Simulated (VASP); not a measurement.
A run of VASP 6.6.1 is set up as follows.

INCAR

```
ALGO = Normal
DIPOL = 0.5 0.5 0.294
EDIFF = 1E-7
ENCUT = 520
GGA = PE
IDIPOL = 3
ISIF = 2
ISMEAR = 0
ISPIN = 2
LASPH = True
LCHARG = False
LDIPOL = True
LMAXMIX = 4
LORBIT = 11
LREAL = False
LWAVE = False
MAGMOM = 1.02
NBANDS = 15
NELM = 150
PREC = Accurate
SIGMA = 0.1
```

Contents of KPOINTS:

```
k-points
0
Gamma
  24 24 1
```

File POSCAR:

```
Ni
1.0
    2.2591075433      0.0000000000      0.0000000000
    0.0000000000      2.2591075433      0.0000000000
    0.0000000000      0.0000000000     23.8000000000
Ni
1
Direct
    0.5000000000      0.5000000000      0.2941176471
```

Potentials or basis: VASP PAW PBE potentials, release 64 (Ni).

The run is started by

```sh
$ cat potpaw_PBE.64/Ni/POTCAR > POTCAR
$ mpirun -np 1 vasp_std > vasp.out
```

(1) Predict the site moments.

(2) Predict the net moment.

Results:

(1) Ni +0.88 μB.

(2) 0.85 μB per cell.
